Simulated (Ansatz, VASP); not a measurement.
## Two plane-wave programs on Ga

```
CELL_PARAMETERS angstrom
0.00000 2.97961 2.97961
2.97961 0.00000 2.97961
2.97961 2.97961 0.00000
ATOMIC_POSITIONS crystal
Ga 0.12500 0.12500 0.12500
Ga 0.87500 0.87500 0.87500
```

Alike in both runs: task relaxation of cell and atoms; functional BLYP; k mesh 9 × 9 × 9; occupations fermi-dirac, width 0.1 eV; no spin polarisation.

|  | VASP | Ansatz |
| --- | --- | --- |
| version | VASP 6.6.1 | Ansatz 0.2.0 |
| potentials or method | VASP PAW PBE potentials, release 64 (Ga_d), cutoff 600 eV | plane waves (420 eV) with PAW, scalar-relativistic |
| valence electrons in the cell | 26 | 26 |

|  | VASP | Ansatz | Ansatz less VASP |
| --- | --- | --- | --- |
| relaxed volume (Å³/atom) | 27.64 | 27.61 | -0.030 |
| relaxed cell length with the largest relative difference (Å) | 4.276 | 4.275 | -0.0015 |

VASP's potentials were made for PBE, not for BLYP.
